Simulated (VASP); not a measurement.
Write the native input for VASP 6.6.1 that does the following.

```
Task                   : single point
Functional             : PBEsol
Potentials or basis    : VASP PAW PBE potentials, release 64 (Si, Ge_d)
Cutoff                 : 520 eV
k mesh                 : 6 × 6 × 6
Occupations            : gaussian, width 0.03 eV
Spin                   : no spin polarisation
Dipole correction      : no
Further INCAR settings : ALGO = Normal; EDIFF = 1e-07; NBANDS = 31
```

The structure of Si7Ge lies in POSCAR:

```
Si7Ge
1.0
    5.4588449375     -0.0017401171     -0.0002990524
   -0.0017594306      5.4575106971     -0.0006758279
   -0.0003021336     -0.0006471948      5.4605489094
Si Ge
7 1
Direct
    0.2525931870      0.2526189961      0.2526148959
   -0.0000053760      0.4999951407      0.4999635684
    0.4999784036      0.4999739765     -0.0000762731
    0.4999847023      0.0000156116      0.4999452475
    0.7474707801      0.2525857729      0.7474670221
    0.7473977093      0.7473997327      0.2526459138
    0.2526132187      0.7474598560      0.7474542779
   -0.0000326252     -0.0000490864     -0.0000146525
```

One way to write it, as run:

INCAR

```
SYSTEM = Si7Ge
PREC = Accurate
ENCUT = 520
EDIFF = 1E-7
ISMEAR = 0
SIGMA = 0.03
LREAL = .False.
LASPH = .True.
NELM = 80
ALGO = Normal
ISIF = 2
LWAVE = .False.
LCHARG = .False.
GGA = PS
NBANDS = 31
```

KPOINTS

```
Automatic mesh
0
Gamma
  6 6 6
  0 0 0
```

Potentials or basis: VASP PAW PBE potentials, release 64 (Si, Ge_d).

Launch:

```bash
$ cat potpaw_PBE.64/Si/POTCAR potpaw_PBE.64/Ge_d/POTCAR > POTCAR
$ mpirun -np 1 vasp_std > vasp.out
```

It gave:

```
Pressure               : 0.1 GPa
Largest force          : 0.008 eV/Å
Band gap on the k mesh : 0.27 eV
```

Caveat: the PAW data sets were made with another functional, which shifts forces and pressure a little.

Wall time 3.7 min on 1 thread of AMD EPYC 9R45 96-Core Processor (Zen 5), with other jobs on the host, peak memory 0.54 GiB.
